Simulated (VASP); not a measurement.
# Al2O3 (P-4m2) in VASP: notebook

Runs on Al2O3. Level: PBE. Tasks: single point, relaxation of cell and atoms.

Program: VASP 6.6.1. These are calculated values, not measurements. Logs are shortened: lines on timing, memory, paths and dates and some standing lists are left out, and cuts for length are marked.

### Step 1. The cell of the first run

Symmetry: P-4m2, No. 115, tetragonal system. Conventional cell: a = 2.800 Å, b = 2.800 Å, c = 6.252 Å, α = 90.00°, β = 90.00°, γ = 90.00°. Al (site symmetry -4m2) has 4 O at 1.76 Å within 2.3 Å. Within 2.6 Å of Al (site symmetry -4m2) lie 8 O at 1.98 to 2.49 Å. Within 2.6 Å of O (site symmetry -4m2) lie 4 Al at 1.98 Å and 4 O at 2.49 Å. Within 2.3 Å of O (site symmetry 2mm) lie 2 Al at 1.76 Å.

The cell was built from a structure type or drawn by symmetry, and may not be a known phase.

### Step 2. Single point, PBE

INCAR

```
SYSTEM = Al2O3
PREC = Accurate
ENCUT = 520
EDIFF = 1E-7
ISMEAR = 0
SIGMA = 0.1
LREAL = .FALSE.
LASPH = .TRUE.
NELM = 80
ALGO = Normal
ISIF = 2
LWAVE = .FALSE.
LCHARG = .TRUE.
GGA = PE
LELF = .TRUE.
LVHAR = .TRUE.
NBANDS = 20
```

KPOINTS

```
regular mesh
0
G
  4 4 6
  0 0 0
```

POSCAR

```
Al2O3
1.0
    2.7995792771      0.0000000000      0.0000000000
    0.0000000000      2.7995792771      0.0000000000
    0.0000000000      0.0000000000      6.2520826265
Al O
2 3
Direct
    0.0000000000      0.0000000000      0.5000000000
    0.5000000000      0.5000000000      0.0000000000
    0.0000000000      0.0000000000      0.0000000000
    0.0000000000      0.5000000000      0.3298789712
    0.5000000000      0.0000000000      0.6701210288
```

Potentials or basis: VASP PAW PBE potentials, release 64 (Al, O).

The run is started by

```sh
> cat potpaw_PBE.64/Al/POTCAR potpaw_PBE.64/O/POTCAR > POTCAR
> mpirun -np 1 vasp_std > vasp.out
```

OUTCAR:

```text
SYSTEM = Al2O3
   PREC = Accurate
   ENCUT = 520
   EDIFF = 1E-7
   ISMEAR = 0
   LREAL = .FALSE.
   LASPH = .TRUE.
   NELM = 80
   ISIF = 2
   GGA = PE

 ion  position               nearest neighbor table
   1  0.000  0.000  0.500-   4 1.76   5 1.76   4 1.76   5 1.76
   2  0.500  0.500  0.000-   3 1.98   3 1.98   3 1.98   3 1.98   5 2.49   5 2.49   4 2.49   4 2.49

   3  0.000  0.000  0.000-   2 1.98   2 1.98   2 1.98   2 1.98
   4  0.000  0.500  0.330-   1 1.76   1 1.76   2 2.49   2 2.49
   5  0.500  0.000  0.670-   1 1.76   1 1.76   2 2.49   2 2.49

  LATTYP: Found a simple tetragonal cell.
 ALAT       =     2.7995792771
 C/A-ratio  =     2.2332222122

  Lattice vectors:

 A1 = (   2.7995792771,   0.0000000000,   0.0000000000)
 A2 = (   0.0000000000,   2.7995792771,   0.0000000000)
 A3 = (   0.0000000000,   0.0000000000,   6.2520826265)

Analysis of symmetry for initial positions (statically):
=====================================================================
 Subroutine PRICEL returns:
 Original cell was already a primitive cell.

 Routine SETGRP: Setting up the symmetry group for a
 simple tetragonal supercell.

 Subroutine GETGRP returns: Found  8 space group operations
 (whereof  8 operations were pure point group operations)
 out of a pool of 16 trial point group operations.

The static configuration has the point symmetry D_2d.

Analysis of symmetry for dynamics (positions and initial velocities):
=====================================================================
 Subroutine PRICEL returns:
 Original cell was already a primitive cell.

 Routine SETGRP: Setting up the symmetry group for a
 simple tetragonal supercell.

 Subroutine GETGRP returns: Found  8 space group operations
 (whereof  8 operations were pure point group operations)
 out of a pool of 16 trial point group operations.

The dynamic configuration has the point symmetry D_2d.

 Subroutine INISYM returns: Found  8 space group operations
 (whereof  8 operations are pure point group operations),
 and found     1 'primitive' translations

----------------------------------------------------------------------------------------

                                     Primitive cell

  volume of cell :      49.0016

  direct lattice vectors                    reciprocal lattice vectors
     2.799579277  0.000000000  0.000000000     0.357196529  0.000000000  0.000000000
     0.000000000  2.799579277  0.000000000     0.000000000  0.357196529  0.000000000
     0.000000000  0.000000000  6.252082627     0.000000000  0.000000000  0.159946703

  length of vectors
     2.799579277  2.799579277  6.252082627     0.357196529  0.357196529  0.159946703

  position of ions in fractional coordinates (direct lattice)
     0.000000000  0.000000000  0.500000000
     0.500000000  0.500000000  0.000000000
     0.000000000  0.000000000  0.000000000
     0.000000000  0.500000000  0.329878971
     0.500000000  0.000000000  0.670121029

  ion indices of the primitive-cell ions
   primitive index   ion index
                 1           1
                 2           2
                 3           3
                 4           4
                 5           5

----------------------------------------------------------------------------------------

 KPOINTS: regular mesh

Automatic generation of k-mesh.
 Grid dimensions read from file:
 generate k-points for:    4    4    6

 Generating k-lattice:

  Cartesian coordinates                     Fractional coordinates (reciprocal lattice)
     0.089299132  0.000000000  0.000000000     0.250000000  0.000000000  0.000000000
     0.000000000  0.089299132  0.000000000     0.000000000  0.250000000  0.000000000
     0.000000000  0.000000000  0.026657784     0.000000000  0.000000000  0.166666667

  Length of vectors
     0.089299132  0.089299132  0.026657784

  Shift w.r.t. Gamma in fractional coordinates (k-lattice)
     0.000000000  0.000000000  0.000000000

 Subroutine IBZKPT returns following result:
 ===========================================

 Found     24 irreducible k-points:

 Following reciprocal coordinates:
            Coordinates               Weight
  0.000000  0.000000  0.000000      1.000000
  0.250000  0.000000  0.000000      4.000000
  0.500000  0.000000  0.000000      2.000000
  0.250000  0.250000  0.000000      4.000000
  0.500000  0.250000  0.000000      4.000000
  0.500000  0.500000  0.000000      1.000000
[... 16 lines left out ...]
  0.500000  0.250000  0.500000      4.000000
  0.500000  0.500000  0.500000      1.000000
   k-points           NKPTS =     24   k-points in BZ     NKDIM =     24   number of bands    NBANDS=     20
   number of dos      NEDOS =    301   number of ions     NIONS =      5
   total plane-waves  NPLWV =  27648
   dimension x,y,z NGX =    24 NGY =   24 NGZ =   48
   dimension x,y,z NGXF=    48 NGYF=   48 NGZF=   96
   ions per type =               2   3
   NGX,Y,Z   is equivalent  to a cutoff of  14.25, 14.25, 12.76 a.u.
   NGXF,Y,Z  is equivalent  to a cutoff of  28.50, 28.50, 25.53 a.u.
 SYSTEM =  Al2O3
   PREC   = accura    normal or accurate (medium, high low for compatibility)
   ISTART =      0    job   : 0-new  1-cont  2-samecut
   ICHARG =      2    charge: 1-file 2-atom 10-const
   ISPIN  =      1    spin polarized calculation?
   LNONCOLLINEAR =      F non collinear calculations
   LSORBIT =      F    spin-orbit coupling
   LASPH  =      T    aspherical Exc in radial PAW
   ENCUT  =  520.0 eV  38.22 Ry    6.18 a.u.   5.21  5.21 11.62*2*pi/ulx,y,z
   NELM   =     80;   NELMIN=  2; NELMDL= -5     # of ELM steps
   EDIFF  = 0.1E-06   stopping-criterion for ELM
   LREAL  =      F    real-space projection
   EDIFFG = 0.1E-05   stopping-criterion for IOM
   NSW    =      0    number of steps for IOM
   IBRION =     -1    ionic relax: 0-MD 1-quasi-New 2-CG
   NFREE  =      0    steps in history (QN), initial steepest desc. (CG)
   ISIF   =      2    stress and relaxation
   ISYM   =      2    0-nonsym 1-usesym 2-fastsym
   POTIM  = 0.5000    time-step for ionic-motion
   TEBEG  =    0.0;   TEEND  =   0.0 temperature during run
   PSTRESS=    0.0 pullay stress
   NELECT =      24.0000    total number of electrons
   NUPDOWN=      -1.0000    fix difference up-down
   EMIN   =  10.00;   EMAX   =-10.00  energy-range for DOS
   EFERMI =   0.00;   METHOD = LEGACY
   ISMEAR =     0;   SIGMA  =   0.10  broadening in eV -4-tet -1-fermi 0-gaus
   EFERMI_NEDOS =   21; number of points for ismear=-14 and -15
   IALGO  =     38    algorithm
   IMIX   =      4    mixing-type and parameters
     AMIX     =   0.40;   BMIX     =  1.00
     AMIX_MAG =   1.60;   BMIX_MAG =  1.00
  volume/ion in A,a.u.               =       9.80        66.14
  Fermi-wavevector in a.u.,A,eV,Ry     =   1.290452  2.438601 22.657322  1.665266
  Thomas-Fermi vector in A             =   2.422283
   LORBIT       =      0    0 simple, 1 ext, 2 COOP (PROOUT), +10 PAW based schemes
   GGA     = PE    functional components
   LHFCALC =     F    Hartree Fock is set to
   AEXX    =    0.0000 exact exchange contribution
   IVDW    =     0    specifies the selected vdW correction
   LEPSILON=     F    determine dielectric tensor
   LRPA    =     F    only Hartree local field effects (RPA)
 non-spin polarized calculation
 Gauss-broadening in eV      SIGMA  =   0.10
  energy-cutoff  :      520.00
  volume of cell :       49.00
 maximum number of plane-waves:      1376
 NGX is ok and might be reduce to    24
   NGX = 11   NGY = 11   NGZ = 23

 number of electron      24.0000008 magnetization

 Free energy of the ion-electron system (eV)
  ---------------------------------------------------
  ext. energy  EPLUGINS =         0.00000000
  ---------------------------------------------------
  free energy    TOTEN  =       -34.23929119 eV

  energy without entropy =      -34.23929119  energy(sigma->0) =      -34.23929119

 E-fermi :   5.9626     XC(G=0): -10.9811

 val. band max:        5.5238700491   @ k =   0.5000   0.0000   0.5000
 cond. band min:       7.6171792239   @ k =   0.0000   0.0000   0.0000
 fundamental gap:      2.0933091748
 Fermi energy:         5.9626495181

 k-point     1 :       0.0000    0.0000    0.0000
  band No.  band energies     occupation
      1     -14.0530      2.00000
      2     -12.2079      2.00000
      3     -11.4145      2.00000
      4       0.6422      2.00000
      5       1.1956      2.00000
      6       2.0299      2.00000
[... 12 lines left out ...]
     19      20.5696      0.00000
     20      21.7994      0.00000

 k-point     2 :       0.2500    0.0000    0.0000
  band No.  band energies     occupation
      1     -13.5684      2.00000
      2     -11.8448      2.00000
      3     -11.2568      2.00000
      4      -0.7757      2.00000
      5       0.4614      2.00000
      6       1.6844      2.00000
[... 12 lines left out ...]
     19      19.2043      0.00000
     20      19.6180      0.00000

 k-point     3 :       0.5000    0.0000    0.0000
  band No.  band energies     occupation
      1     -12.9576      2.00000
      2     -11.3273      2.00000
      3     -11.2594      2.00000
      4      -2.4891      2.00000
      5      -0.3284      2.00000
      6       0.9214      2.00000
[... 12 lines left out ...]
     19      18.1407      0.00000
     20      18.6830      0.00000

 k-point     4 :       0.2500    0.2500    0.0000
  band No.  band energies     occupation
      1     -13.1363      2.00000
      2     -11.5261      2.00000
      3     -11.0888      2.00000
      4      -0.6355      2.00000
      5       0.1475      2.00000
      6       0.8117      2.00000
[... 429 lines left out ...]
 k-point    23 :       0.5000    0.2500    0.5000
  band No.  band energies     occupation
      1     -12.5987      2.00000
      2     -11.0856      2.00000
      3     -11.0507      2.00000
      4      -1.9856      2.00000
      5       0.0749      2.00000
      6       0.7015      2.00000
[... 12 lines left out ...]
     19      18.9050      0.00000
     20      19.4788      0.00000

 k-point    24 :       0.5000    0.5000    0.5000
  band No.  band energies     occupation
      1     -12.1862      2.00000
      2     -10.8257      2.00000
      3     -10.8257      2.00000
      4      -1.1663      2.00000
      5      -1.1663      2.00000
      6       0.3925      2.00000
[... 12 lines left out ...]
     19      19.0304      0.00000
     20      19.5911      0.00000

------------------------ aborting loop because EDIFF is reached ----------------------------------------

  FORCE on cell =-STRESS in cart. coord.  units (eV):
  Direction    XX          YY          ZZ          XY          YZ          ZX
  --------------------------------------------------------------------------------------
  -------------------------------------------------------------------------------------
  Total        0.0297502      0.0297502      0.0391223      0.0000000      0.0000000      0.0000000
  in kB        0.9727260      0.9727260      1.2791583      0.0000000      0.0000000      0.0000000
  external PRESSURE =       1.0748701 kB  Pullay stress =       0.0000000 kB

 VOLUME and BASIS-vectors are now :
 -----------------------------------------------------------------------------
  energy-cutoff  :      520.00
  volume of cell :       49.00
      direct lattice vectors                 reciprocal lattice vectors
     2.799579277  0.000000000  0.000000000     0.357196529  0.000000000  0.000000000
     0.000000000  2.799579277  0.000000000     0.000000000  0.357196529  0.000000000
     0.000000000  0.000000000  6.252082627     0.000000000  0.000000000  0.159946703

 POSITION                                       TOTAL-FORCE (eV/Angst)
 -----------------------------------------------------------------------------------
      0.00000      0.00000      3.12604         0.000000     -0.000000      0.000000
      1.39979      1.39979      0.00000         0.000000      0.000000      0.000000
      0.00000      0.00000      0.00000         0.000000     -0.000000      0.000000
      0.00000      1.39979      2.06243         0.000000     -0.000000     -0.015059
      1.39979      0.00000      4.18965        -0.000000     -0.000000      0.015059
 -----------------------------------------------------------------------------------
    total drift:                                0.000000      0.000000     -0.000000

  FREE ENERGIE OF THE ION-ELECTRON SYSTEM (eV)
  ---------------------------------------------------
  free  energy   TOTEN  =       -34.2392911882 eV

  energy  without entropy=      -34.2392911882  energy(sigma->0) =      -34.23929119
```

Wall time 27 s (1 thread of Intel Xeon 8259CL, shared host); peak memory 0.17 GiB.

Results:

- Free energy: -34.2393 eV
- Pressure: 0.1 GPa
- Largest force: 0.015 eV/Å
- Band gap on the k mesh: 2.09 eV (least direct gap 2.27 eV)

Forces on the atoms (eV/Å):
```
Al   0.000  0.000  0.000
Al   0.000  0.000  0.000
O    0.000  0.000  0.000
O    0.000  0.000 -0.015
O    0.000  0.000  0.015
```

Caveat: the k points lie up to 0.56 Å⁻¹ apart.

### Step 3. Single point, PBE

INCAR

```
SYSTEM = Al2O3
PREC = Accurate ; ENCUT = 520
EDIFF = 1E-6 ; ISMEAR = 0
SIGMA = 0.1 ; LREAL = .False.
LASPH = .True. ; NELM = 80
ALGO = Normal ; ISIF = 2
LWAVE = .False. ; LCHARG = .True.
GGA = PE ; LELF = .True.
LVHAR = .True. ; NBANDS = 20
```

KPOINTS

```
regular mesh
0
Gamma
  6 6 4
  0 0 0
```

POSCAR

```
Al2O3
1.0
    2.7988444194      0.0000000000      0.0000000000
    0.0000000000      2.7988444194      0.0000000000
    0.0000000000      0.0000000000      6.2599944267
Al O
2 3
Direct
    0.0000000000      0.0000000000      0.5000000000
    0.5000000000      0.5000000000      0.0000000000
    0.0000000000      0.0000000000      0.0000000000
    0.0000000000      0.5000000000      0.3299721309
    0.5000000000      0.0000000000      0.6700278691
```

Potentials or basis: VASP PAW PBE potentials, release 64 (Al, O).

The run is started by

```sh
> cat potpaw_PBE.64/Al/POTCAR potpaw_PBE.64/O/POTCAR > POTCAR
> mpirun -np 1 vasp_std > vasp.out
```

Wall time 40 s (1 thread of Intel Xeon 8259CL, shared host); peak memory 0.17 GiB.

The run converged. Its results:

- Free energy: -34.2646 eV
- Pressure: 0.0 GPa
- Largest force: 0.034 eV/Å
- Band gap on the k mesh: 2.08 eV (least direct gap 2.28 eV)

Forces in eV/Å, atoms in the order of the input:
```
Al   0.000  0.000  0.000
Al   0.000  0.000  0.000
O    0.000  0.000  0.000
O    0.000  0.000 -0.034
O    0.000  0.000  0.034
```

Levels at points of the mesh, in eV from the valence-band top:
| k point | band 10 | band 11 | band 12 | band 13 | band 14 | band 15 |
| --- | --- | --- | --- | --- | --- | --- |
| (0.00, 0.00, 0.00) | -0.29 | -0.29 | -0.20 | 2.08 | 6.14 | 6.86 |
| (0.50, 0.00, 0.00) | -1.36 | -1.30 | 0.00 | 6.02 | 6.92 | 7.68 |
| (0.50, 0.50, 0.00) | -2.08 | -1.94 | -1.03 | 3.40 | 6.79 | 6.79 |
| (0.00, 0.00, 0.50) | -1.59 | -0.23 | -0.23 | 3.16 | 5.38 | 6.99 |
| (0.50, 0.00, 0.50) | -1.37 | -0.52 | 0.00 | 6.56 | 6.98 | 7.43 |
| (0.50, 0.50, 0.50) | -1.96 | -1.96 | -1.40 | 3.94 | 6.22 | 6.22 |

### Step 4. Single point, PBE

INCAR

```
  PREC = Accurate
  ENCUT = 520
  EDIFF = 1E-7
  ISMEAR = 0
  SIGMA = 0.02
  LREAL = False
  LASPH = True
  NELM = 60
  ALGO = Normal
  ISIF = 2
  LWAVE = False
  LCHARG = False
  GGA = PE
  NBANDS = 20
```

KPOINTS

```
Automatic mesh
0
Gamma
  10 10 6
```

POSCAR

```
Al2O3
1.0
    2.7981062140      0.0000000000      0.0000000000
    0.0000000000      2.7981062140      0.0000000000
    0.0000000000      0.0000000000      6.2610642128
Al O
2 3
Direct
    0.0000000000      0.0000000000      0.5000000000
    0.5000000000      0.5000000000      0.0000000000
    0.0000000000      0.0000000000      0.0000000000
    0.0000000000      0.5000000000      0.3298343796
    0.5000000000      0.0000000000      0.6701656204
```

The run is started by

```sh
> cat potpaw_PBE.64/Al/POTCAR potpaw_PBE.64/O/POTCAR > POTCAR
> mpirun -np 1 vasp_std > vasp.out
```

Wall time 73 s (1 thread of Intel Xeon 8259CL, shared host); peak memory 0.21 GiB.

Results (log left out):

| Property | Result |
| --- | --- |
| Free energy | -34.2662 eV |
| Pressure | 0.0 GPa |
| Largest force | 0.017 eV/Å |
| Band gap on the k mesh | 2.08 eV (least direct gap 2.28 eV) |

Forces in eV/Å, atoms in the order of the input:
```
Al   0.000  0.000  0.000
Al   0.000  0.000  0.000
O    0.000  0.000  0.000
O    0.000  0.000 -0.017
O    0.000  0.000  0.017
```

Levels at points of the mesh, in eV from the valence-band top:
```csv
k point,band 8,band 9,band 10,band 11,band 12,band 13,band 14,band 15,band 16,band 17
"(0.00, 0.00, 0.00)",-1.71,-1.71,-0.29,-0.29,-0.20,2.08,6.14,6.86,9.11,9.86
"(0.50, 0.00, 0.00)",-2.69,-1.46,-1.36,-1.30,0.00,6.02,6.93,7.68,10.25,10.54
"(0.50, 0.50, 0.00)",-3.62,-2.09,-2.09,-1.94,-1.03,3.41,6.79,6.79,9.52,11.24
"(0.00, 0.00, 0.50)",-1.78,-1.78,-1.59,-0.23,-0.23,3.17,5.38,6.98,8.48,10.43
"(0.50, 0.00, 0.50)",-3.17,-2.23,-1.36,-0.52,0.00,6.56,6.98,7.43,10.02,10.43
"(0.50, 0.50, 0.50)",-3.36,-2.23,-1.97,-1.97,-1.40,3.95,6.22,6.22,8.51,11.97
```

### Step 5. Relaxation of cell and atoms, PBE

INCAR

```
SYSTEM = Al2O3
ALGO = Normal ; EDIFF = 1E-7
EDIFFG = -0.04 ; ENCUT = 600
GGA = PE ; IBRION = 2
ISIF = 3 ; ISMEAR = 0
LASPH = .TRUE. ; LCHARG = .FALSE.
LREAL = .FALSE. ; LWAVE = .FALSE.
NELM = 80 ; NSW = 90
PREC = Accurate ; SIGMA = 0.1
```

KPOINTS

```
k-points
0
G
  6 6 4
  0 0 0
```

POSCAR

```
Al2O3
1.0
    2.7995792771      0.0000000000      0.0000000000
    0.0000000000      2.7995792771      0.0000000000
    0.0000000000      0.0000000000      6.2520826265
Al O
2 3
Direct
    0.0000000000      0.0000000000      0.5000000000
    0.5000000000      0.5000000000      0.0000000000
    0.0000000000      0.0000000000      0.0000000000
    0.0000000000      0.5000000000      0.3298789712
    0.5000000000      0.0000000000      0.6701210288
```

The run is started by

```sh
> cat potpaw_PBE.64/Al/POTCAR potpaw_PBE.64/O/POTCAR > POTCAR
> mpirun -np 1 vasp_std > vasp.out
```

Run time: 31 s. Hardware: 1 thread of Intel Xeon 8259CL, shared host; peak memory 0.18 GiB.

It converged, with:

```yaml
Free_energy: -34.2739 eV
Pressure_after_relaxing: -0.2 GPa
Largest_force_after_relaxing: 0.025 eV/Å
Band_gap_on_the_k_mesh: 2.10 eV (least direct gap 2.28 eV)
```

Forces on the atoms (eV/Å):
```
Al   0.000  0.000  0.000
Al   0.000  0.000  0.000
O    0.000  0.000  0.000
O    0.000  0.000 -0.025
O    0.000  0.000  0.025
```

Stress tensor (GPa, compression positive):
```
-0.33  0.00  0.00
 0.00 -0.33  0.00
 0.00  0.00  0.10
```

Final structure:
```cif
data_structure
_symmetry_space_group_name_H-M 'P 1'
_symmetry_Int_Tables_number 1
_cell_length_a 2.7996
_cell_length_b 2.7996
_cell_length_c 6.2521
_cell_angle_alpha 90.000
_cell_angle_beta 90.000
_cell_angle_gamma 90.000
_cell_volume 49.00
loop_
_atom_site_label
_atom_site_type_symbol
_atom_site_fract_x
_atom_site_fract_y
_atom_site_fract_z
_atom_site_occupancy
Al1 Al 0.00000 0.00000 0.50000 1
Al2 Al 0.50000 0.50000 0.00000 1
O1 O 0.00000 0.00000 0.00000 1
O2 O 0.00000 0.50000 0.32988 1
O3 O 0.50000 0.00000 0.67012 1
```

Levels at points of the mesh, in eV from the valence-band top:
```csv
k point,band 8,band 9,band 10,band 11,band 12,band 13,band 14,band 15,band 16
"(0.00, 0.00, 0.00)",-1.71,-1.71,-0.29,-0.29,-0.18,2.10,6.14,6.88,9.13
"(0.50, 0.00, 0.00)",-2.68,-1.44,-1.36,-1.28,0.00,6.05,6.94,7.70,10.27
"(0.50, 0.50, 0.00)",-3.61,-2.08,-2.08,-1.94,-1.00,3.42,6.80,6.80,9.54
"(0.00, 0.00, 0.50)",-1.78,-1.78,-1.57,-0.22,-0.22,3.19,5.39,6.99,8.51
"(0.50, 0.00, 0.50)",-3.14,-2.22,-1.36,-0.50,0.00,6.58,7.00,7.45,10.04
"(0.50, 0.50, 0.50)",-3.35,-2.23,-1.95,-1.95,-1.38,3.97,6.23,6.23,8.53
```

Caveat: the relaxation stopped at its first step, so nothing moved.

(Part 1 of 2 ends here.)
